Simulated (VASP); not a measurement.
A run of VASP 6.6.1:

INCAR

```
SYSTEM = Te
  PREC = Accurate
  ENCUT = 600
  EDIFF = 1E-6
  ISMEAR = -1
  SIGMA = 0.1
  LREAL = .False.
  LASPH = .True.
  NELM = 80
  ALGO = Normal
  ISIF = 4
  LWAVE = .False.
  LCHARG = .False.
  GGA = PE
  IBRION = 2
  NSW = 50
  EDIFFG = -0.005
```

KPOINTS

```
regular mesh
0
Gamma
  15 15 13
  0 0 0
```

Contents of POSCAR:

```
Te
1.0
    3.2709377357      0.0000000000      0.0000000000
   -1.6354688678      2.8327151733      0.0000000000
    0.0000000000      0.0000000000      3.0229198550
Te
1
Direct
    0.0000000000      0.0000000000      0.0000000000
```

Potentials or basis: VASP PAW PBE potentials, release 64 (Te).

The run is started by

```console
$ cat potpaw_PBE.64/Te/POTCAR > POTCAR
$ mpirun -np 1 vasp_std > vasp.out
```

Hardware: 1 thread of Intel(R) Xeon(R) Platinum 8488C (Sapphire Rapids), on a shared host.

Task: Estimate the wall time of this run.

Result: Wall time 31 s on 1 thread of Intel(R) Xeon(R) Platinum 8488C (Sapphire Rapids), on a shared host, peak memory 0.18 GiB. Counts: scf iterations 15, k points 189, ion steps 2.
